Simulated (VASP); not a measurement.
# AlN (F-43m) in VASP: a series of runs

Runs on AlN. Level: r2SCAN. Tasks: single point.

Program: VASP 6.6.1. These are calculated values, not measurements. Logs are shortened: lines on timing, memory, paths and dates and some standing lists are left out, and cuts for length are marked.

### Step 1. The cell of the first run

The structure is cubic, space group F-43m (No. 216). The conventional cell has a = 4.370 Å, b = 4.370 Å, c = 4.370 Å, α = 90.00°, β = 90.00°, γ = 90.00°. Within 2.5 Å of Al (site symmetry -43m) lie 4 N at 1.89 Å. Within 2.5 Å of N (site symmetry -43m) lie 4 Al at 1.89 Å.

### Step 2. Single point, r2SCAN

POSCAR reads:

```
AlN
1.0
    0.0000000000      2.1848764125      2.1848764125
    2.1848764125      0.0000000000      2.1848764125
    2.1848764125      2.1848764125      0.0000000000
Al N
1 1
Direct
    0.0000000000      0.0000000000      0.0000000000
    0.2500000000      0.2500000000      0.2500000000
```

INCAR.step1 reads:

```
SYSTEM = AlN
ALGO     = Normal         ! electronic algorithm
EDIFF    = 1E-4           ! SCF threshold, eV
ENCUT    = 520            ! plane-wave cutoff, eV
GGA      = PE             ! functional
ISMEAR   = 0              ! smearing method
LASPH    = .TRUE.         ! aspherical terms in the spheres
LCHARG   = .FALSE.        ! write CHGCAR
LREAL    = .FALSE.        ! projectors in reciprocal space
LWAVE    = .TRUE.         ! write WAVECAR
NBANDS   = 11             ! bands
NELM     = 80             ! most SCF steps
PREC     = Accurate       ! precision mode
SIGMA    = 0.01           ! smearing width, eV
```

INCAR.step2 reads:

```
SYSTEM = AlN
ALGO     = Normal         ! electronic algorithm
EDIFF    = 1E-6           ! SCF threshold, eV
ENCUT    = 520            ! plane-wave cutoff, eV
ISIF     = 2              ! what is computed and relaxed
ISMEAR   = 0              ! smearing method
ISTART   = 1            
LASPH    = .TRUE.         ! aspherical terms in the spheres
LCHARG   = .FALSE.        ! write CHGCAR
LMIXTAU  = .TRUE.       
LREAL    = .FALSE.        ! projectors in reciprocal space
LWAVE    = .FALSE.        ! write WAVECAR
METAGGA  = R2SCAN         ! meta-GGA
NBANDS   = 11             ! bands
NELM     = 80             ! most SCF steps
PREC     = Accurate       ! precision mode
SIGMA    = 0.01           ! smearing width, eV
```

KPOINTS reads:

```
k-points
0
G
  10 10 10
  0 0 0
```

Potentials or basis: VASP PAW PBE potentials, release 64 (Al, N).

The run is started by

```sh
cat potpaw_PBE.64/Al/POTCAR potpaw_PBE.64/N/POTCAR > POTCAR
cp INCAR.step1 INCAR
mpirun -np 1 vasp_std > vasp.out
cp INCAR.step2 INCAR
mpirun -np 1 vasp_std > vasp.out
```

OUTCAR:

```text
SYSTEM = AlN
   EDIFF = 1E-6
   ENCUT = 520
   ISIF = 2
   ISMEAR = 0
   ISTART = 1
   LASPH = .TRUE.
   LREAL = .FALSE.
   METAGGA = R2SCAN
   NELM = 80
   PREC = Accurate

 ion  position               nearest neighbor table
   1  0.000  0.000  0.000-   2 1.89   2 1.89   2 1.89   2 1.89
   2  0.250  0.250  0.250-   1 1.89   1 1.89   1 1.89   1 1.89

  LATTYP: Found a face centered cubic cell.
 ALAT       =     4.3697528250

  Lattice vectors:

 A1 = (   0.0000000000,   2.1848764125,   2.1848764125)
 A2 = (   2.1848764125,   0.0000000000,   2.1848764125)
 A3 = (   2.1848764125,   2.1848764125,   0.0000000000)

Analysis of symmetry for initial positions (statically):
=====================================================================
 Subroutine PRICEL returns:
 Original cell was already a primitive cell.

 Routine SETGRP: Setting up the symmetry group for a
 face centered cubic supercell.

 Subroutine GETGRP returns: Found 24 space group operations
 (whereof 24 operations were pure point group operations)
 out of a pool of 48 trial point group operations.

The static configuration has the point symmetry T_d .

Analysis of symmetry for dynamics (positions and initial velocities):
=====================================================================
 Subroutine PRICEL returns:
 Original cell was already a primitive cell.

 Routine SETGRP: Setting up the symmetry group for a
 face centered cubic supercell.

 Subroutine GETGRP returns: Found 24 space group operations
 (whereof 24 operations were pure point group operations)
 out of a pool of 48 trial point group operations.

The dynamic configuration has the point symmetry T_d .

 Subroutine INISYM returns: Found 24 space group operations
 (whereof 24 operations are pure point group operations),
 and found     1 'primitive' translations

----------------------------------------------------------------------------------------

                                     Primitive cell

  volume of cell :      20.8598

  direct lattice vectors                    reciprocal lattice vectors
     0.000000000  2.184876412  2.184876412    -0.228845896  0.228845896  0.228845896
     2.184876412  0.000000000  2.184876412     0.228845896 -0.228845896  0.228845896
     2.184876412  2.184876412  0.000000000     0.228845896  0.228845896 -0.228845896

  length of vectors
     3.089881855  3.089881855  3.089881855     0.396372719  0.396372719  0.396372719

  position of ions in fractional coordinates (direct lattice)
     0.000000000  0.000000000  0.000000000
     0.250000000  0.250000000  0.250000000

  ion indices of the primitive-cell ions
   primitive index   ion index
                 1           1
                 2           2

----------------------------------------------------------------------------------------

 KPOINTS: k-points

Automatic generation of k-mesh.
 Grid dimensions read from file:
 generate k-points for:   10   10   10

 Generating k-lattice:

  Cartesian coordinates                     Fractional coordinates (reciprocal lattice)
    -0.022884590  0.022884590  0.022884590     0.100000000  0.000000000  0.000000000
     0.022884590 -0.022884590  0.022884590     0.000000000  0.100000000  0.000000000
     0.022884590  0.022884590 -0.022884590     0.000000000  0.000000000  0.100000000

  Length of vectors
     0.039637272  0.039637272  0.039637272

  Shift w.r.t. Gamma in fractional coordinates (k-lattice)
     0.000000000  0.000000000  0.000000000

 Subroutine IBZKPT returns following result:
 ===========================================

 Found     47 irreducible k-points:

 Following reciprocal coordinates:
            Coordinates               Weight
  0.000000  0.000000  0.000000      1.000000
  0.100000  0.000000  0.000000      8.000000
  0.200000  0.000000  0.000000      8.000000
  0.300000  0.000000  0.000000      8.000000
  0.400000  0.000000  0.000000      8.000000
  0.500000  0.000000  0.000000      4.000000
[... 16 lines left out ...]
  0.300000  0.300000  0.000000      6.000000
  0.400000  0.300000  0.000000     24.000000
 [... further k-points ...]
   k-points           NKPTS =     47   k-points in BZ     NKDIM =     47   number of bands    NBANDS=     11
   number of dos      NEDOS =    301   number of ions     NIONS =      2
   total plane-waves  NPLWV =  13824
   dimension x,y,z NGX =    24 NGY =   24 NGZ =   24
   dimension x,y,z NGXF=    48 NGYF=   48 NGZF=   48
   ions per type =               1   1
   NGX,Y,Z   is equivalent  to a cutoff of  12.91, 12.91, 12.91 a.u.
   NGXF,Y,Z  is equivalent  to a cutoff of  25.83, 25.83, 25.83 a.u.
 SYSTEM =  AlN
   PREC   = accura    normal or accurate (medium, high low for compatibility)
   ISTART =      1    job   : 0-new  1-cont  2-samecut
   ICHARG =      0    charge: 1-file 2-atom 10-const
   ISPIN  =      1    spin polarized calculation?
   LNONCOLLINEAR =      F non collinear calculations
   LSORBIT =      F    spin-orbit coupling
   LASPH  =      T    aspherical Exc in radial PAW
   ENCUT  =  520.0 eV  38.22 Ry    6.18 a.u.   5.75  5.75  5.75*2*pi/ulx,y,z
   NELM   =     80;   NELMIN=  2; NELMDL=  0     # of ELM steps
   EDIFF  = 0.1E-05   stopping-criterion for ELM
   LREAL  =      F    real-space projection
   EDIFFG = 0.1E-04   stopping-criterion for IOM
   NSW    =      0    number of steps for IOM
   IBRION =     -1    ionic relax: 0-MD 1-quasi-New 2-CG
   NFREE  =      0    steps in history (QN), initial steepest desc. (CG)
   ISIF   =      2    stress and relaxation
   ISYM   =      2    0-nonsym 1-usesym 2-fastsym
   POTIM  = 0.5000    time-step for ionic-motion
   TEBEG  =    0.0;   TEEND  =   0.0 temperature during run
   PSTRESS=    0.0 pullay stress
   NELECT =       8.0000    total number of electrons
   NUPDOWN=      -1.0000    fix difference up-down
   EMIN   =  10.00;   EMAX   =-10.00  energy-range for DOS
   EFERMI =   0.00;   METHOD = LEGACY
   ISMEAR =     0;   SIGMA  =   0.01  broadening in eV -4-tet -1-fermi 0-gaus
   EFERMI_NEDOS =   21; number of points for ismear=-14 and -15
   IALGO  =     38    algorithm
   IMIX   =      4    mixing-type and parameters
     AMIX     =   0.40;   BMIX     =  1.00
     AMIX_MAG =   1.60;   BMIX_MAG =  1.00
  volume/ion in A,a.u.               =      10.43        70.38
  Fermi-wavevector in a.u.,A,eV,Ry     =   1.189418  2.247675 19.248378  1.414716
  Thomas-Fermi vector in A             =   2.325526
   LORBIT       =      0    0 simple, 1 ext, 2 COOP (PROOUT), +10 PAW based schemes
   METAGGA = R2SCAN    functional components
   LHFCALC =     F    Hartree Fock is set to
   AEXX    =    0.0000 exact exchange contribution
   IVDW    =     0    specifies the selected vdW correction
   LEPSILON=     F    determine dielectric tensor
   LRPA    =     F    only Hartree local field effects (RPA)
 non-spin polarized calculation
 Gauss-broadening in eV      SIGMA  =   0.01
  energy-cutoff  :      520.00
  volume of cell :       20.86
 maximum number of plane-waves:       588
   NGX = 11   NGY = 11   NGZ = 11

 number of electron       8.0000000 magnetization

 Free energy of the ion-electron system (eV)
  ---------------------------------------------------
  ext. energy  EPLUGINS =         0.00000000
  ---------------------------------------------------
  free energy    TOTEN  =       -19.17972476 eV

  energy without entropy =      -19.17972476  energy(sigma->0) =      -19.17972476

 E-fermi :   5.7524     XC(G=0): -11.4130

 val. band max:        5.6817542822   @ k =   0.0000   0.0000   0.0000
 cond. band min:       9.6155763923   @ k =   0.5000   0.5000   0.0000
 fundamental gap:      3.9338221102
 Fermi energy:         5.7523937665

 k-point     1 :       0.0000    0.0000    0.0000
  band No.  band energies     occupation
      1     -10.0529      2.00000
      2       5.6818      2.00000
      3       5.6818      2.00000
      4       5.6818      2.00000
      5      10.5629      0.00000
      6      19.1906      0.00000
      7      19.1906      0.00000
      8      19.1906      0.00000
      9      24.2060      0.00000
     10      24.2060      0.00000
     11      25.9160      0.00000

 k-point     2 :       0.1000    0.0000    0.0000
  band No.  band energies     occupation
      1      -9.9064      2.00000
      2       4.8812      2.00000
      3       5.6298      2.00000
      4       5.6298      2.00000
      5      11.2220      0.00000
      6      18.8117      0.00000
      7      19.3310      0.00000
      8      19.3310      0.00000
      9      22.9796      0.00000
     10      22.9796      0.00000
     11      25.1135      0.00000

 k-point     3 :       0.2000    0.0000    0.0000
  band No.  band energies     occupation
      1      -9.4913      2.00000
      2       3.2586      2.00000
      3       5.4998      2.00000
      4       5.4998      2.00000
      5      12.3882      0.00000
      6      18.0211      0.00000
      7      19.2235      0.00000
      8      19.2235      0.00000
      9      22.4857      0.00000
     10      22.4857      0.00000
     11      24.2377      0.00000

 k-point     4 :       0.3000    0.0000    0.0000
  band No.  band energies     occupation
      1      -8.8938      2.00000
      2       1.5878      2.00000
      3       5.3504      2.00000
      4       5.3504      2.00000
      5      13.2838      0.00000
      6      17.2597      0.00000
      7      18.4878      0.00000
      8      18.4878      0.00000
      9      23.6611      0.00000
     10      23.6611      0.00000
     11      24.0927      0.00000

 k-point     5 :       0.4000    0.0000    0.0000
  band No.  band energies     occupation
      1      -8.3059      2.00000
      2       0.2964      2.00000
      3       5.2374      2.00000
      4       5.2374      2.00000
      5      13.7462      0.00000
      6      16.7091      0.00000
      7      17.8497      0.00000
      8      17.8497      0.00000
      9      24.6072      0.00000
     10      25.6378      0.00000
     11      25.6378      0.00000
[... 211 lines left out ...]
 k-point    21 :      -0.3000    0.2000    0.0000
  band No.  band energies     occupation
      1      -8.1510      2.00000
      2       1.0499      2.00000
      3       3.4749      2.00000
      4       5.1584      2.00000
      5      14.3650      0.00000
      6      15.5838      0.00000
      7      18.4792      0.00000
      8      18.8217      0.00000
      9      23.1155      0.00000
     10      25.6663      0.00000
     11      28.2053      0.00000

 k-point    22 :      -0.2000    0.2000    0.0000
  band No.  band energies     occupation
      1      -8.6969      2.00000
      2       1.8963      2.00000
      3       3.9811      2.00000
      4       5.4269      2.00000
      5      14.0363      0.00000
      6      16.4870      0.00000
      7      18.0611      0.00000
      8      19.0145      0.00000
      9      21.6251      0.00000
     10      25.3503      0.00000
     11      28.1781      0.00000

 k-point    23 :       0.3000    0.3000    0.0000
  band No.  band energies     occupation
      1      -8.5197      2.00000
      2       2.1343      2.00000
      3       4.4225      2.00000
      4       4.4225      2.00000
      5      11.6852      0.00000
      6      16.2657      0.00000
      7      18.5319      0.00000
      8      21.2844      0.00000
      9      21.2844      0.00000
     10      27.0468      0.00000
     11      30.7499      0.00000

 k-point    24 :       0.4000    0.3000    0.0000
  band No.  band energies     occupation
      1      -8.0682      2.00000
      2       1.4924      2.00000
      3       3.9637      2.00000
      4       4.2558      2.00000
      5      11.2523      0.00000
      6      16.0939      0.00000
      7      18.9673      0.00000
      8      21.3539      0.00000
      9      21.9248      0.00000
     10      28.1160      0.00000
     11      30.5282      0.00000

 [... further k-points ...]

------------------------ aborting loop because EDIFF is reached ----------------------------------------

  FORCE on cell =-STRESS in cart. coord.  units (eV):
  Direction    XX          YY          ZZ          XY          YZ          ZX
  --------------------------------------------------------------------------------------
  -------------------------------------------------------------------------------------
  Total       -0.0501937     -0.0501937     -0.0501937      0.0000000      0.0000000      0.0000000
  in kB       -3.8552199     -3.8552199     -3.8552199      0.0000000      0.0000000      0.0000000
  external PRESSURE =      -3.8552199 kB  Pullay stress =       0.0000000 kB

 VOLUME and BASIS-vectors are now :
 -----------------------------------------------------------------------------
  energy-cutoff  :      520.00
  volume of cell :       20.86
      direct lattice vectors                 reciprocal lattice vectors
     0.000000000  2.184876412  2.184876412    -0.228845896  0.228845896  0.228845896
     2.184876412  0.000000000  2.184876412     0.228845896 -0.228845896  0.228845896
     2.184876412  2.184876412  0.000000000     0.228845896  0.228845896 -0.228845896

 POSITION                                       TOTAL-FORCE (eV/Angst)
 -----------------------------------------------------------------------------------
      0.00000      0.00000      0.00000         0.000000      0.000000      0.000000
      1.09244      1.09244      1.09244        -0.000000     -0.000000     -0.000000
 -----------------------------------------------------------------------------------
    total drift:                               -0.000000     -0.000000     -0.000000

  FREE ENERGIE OF THE ION-ELECTRON SYSTEM (eV)
  ---------------------------------------------------
  free  energy   TOTEN  =       -19.1797247554 eV

  energy  without entropy=      -19.1797247554  energy(sigma->0) =      -19.17972476
```

Wall time 27 s (1 thread of Intel Xeon Platinum 8259CL at 2.50GHz (Skylake/Cascade Lake), shared host); peak memory 0.14 GiB.

What came out:

| Property | Result |
| --- | --- |
| Free energy | -19.1797 eV |
| Pressure | -0.4 GPa |
| Band gap on the k mesh | 3.93 eV, indirect (least direct gap 4.88 eV) |

Levels at points of the mesh, in eV from the valence-band top:
| k point | band 1 | band 2 | band 3 | band 4 | band 5 | band 6 | band 7 | band 8 | band 9 |
| --- | --- | --- | --- | --- | --- | --- | --- | --- | --- |
| (0.00, 0.00, 0.00) | -15.73 | 0.00 | 0.00 | 0.00 | 4.88 | 13.51 | 13.51 | 13.51 | 18.52 |
| (0.50, 0.00, 0.00) | -13.73 | -5.89 | -0.49 | -0.49 | 8.20 | 10.82 | 11.94 | 11.94 | 19.31 |
| (0.50, 0.50, 0.00) | -13.10 | -4.95 | -1.81 | -1.81 | 3.93 | 9.47 | 15.18 | 16.94 | 16.94 |

Caveat: the PAW data sets were made with another functional, which shifts forces and pressure a little. A k mesh can miss the band edges.

(Continued in part 2 of 2.)
